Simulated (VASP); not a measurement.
Au:

```xyz
1
Lattice="2.3767 0.0000 0.0000 -1.1883 2.0582 0.0000 0.0000 0.0000 2.2937" Properties=species:S:1:pos:R:3 pbc="T T T"
Au    0.0000    0.0000    0.0000
```

Base run:

```yaml
Program: VASP 6.6.1
Functional: PBE
Potentials_or_basis: VASP PAW PBE potentials, release 64 (Au)
Cutoff: 520 eV
k_mesh: 15 × 15 × 14
Occupations: fermi-dirac, width 0.08 eV
Spin: no spin polarisation
```

Its results: pressure 305.0 GPa.

Q: The run is repeated on the same cell with these changes: potentials or basis from VASP PAW PBE potentials, release 64 (Au) to VASP PAW PBE potentials, release 64 (Au_sv_GW); cutoff from 520 eV to 500 eV; further incar settings from ALGO = Normal; EDIFF = 1e-06; NBANDS = 12 to ALGO = Normal; EDIFF = 1e-06; NBANDS = 16; valence electrons from 11 to 19. What comes out?

A: Pressure 303.9 GPa.
